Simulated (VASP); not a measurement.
Here is a VASP 6.6.1 calculation.

The input INCAR:

```
PREC     = Accurate       # precision mode
ENCUT    = 520            # plane-wave cutoff, eV
EDIFF    = 1E-6           # SCF threshold, eV
ISMEAR   = 0              # smearing method
SIGMA    = 0.1            # smearing width, eV
LREAL    = F              # projectors in reciprocal space
LASPH    = T              # aspherical terms in the spheres
NELM     = 100            # most SCF steps
ALGO     = Normal         # electronic algorithm
ISIF     = 2              # what is computed and relaxed
LWAVE    = F              # write WAVECAR
LCHARG   = F              # write CHGCAR
GGA      = PE             # functional
NBANDS   = 36             # bands
```

Contents of KPOINTS:

```
regular mesh
0
Gamma
  6 6 6
```

Contents of POSCAR:

```
ZnCd2S3
1.0
   -2.0277317000      2.0277317000      8.7320507000
    2.0277317000     -2.0277317000      8.7320507000
    2.0277317000      2.0277317000     -8.7320507000
Zn Cd S
1 2 3
Direct
    0.0000000000      0.0000000000      0.0000000000
    0.6614290000      0.6614290000      0.0000000000
    0.3385710000      0.3385710000      0.0000000000
    0.7500000000      0.2500000000      0.5000000000
    0.4274870000      0.9274870000      0.5000000000
    0.0725130000      0.5725130000      0.5000000000
```

Potentials or basis: VASP PAW PBE potentials, release 64 (Zn, Cd, S).

Run with:

```sh
$ cat potpaw_PBE.64/Zn/POTCAR potpaw_PBE.64/Cd/POTCAR potpaw_PBE.64/S/POTCAR > POTCAR
$ mpirun -np 1 vasp_std > vasp.out
```

(1) Estimate the pressure.

(2) What does it give for the largest force?

(3) Estimate the band gap on the k mesh.

Answers

(1) 0.3 GPa.

(2) 0.023 eV/Å.

(3) 1.23 eV.
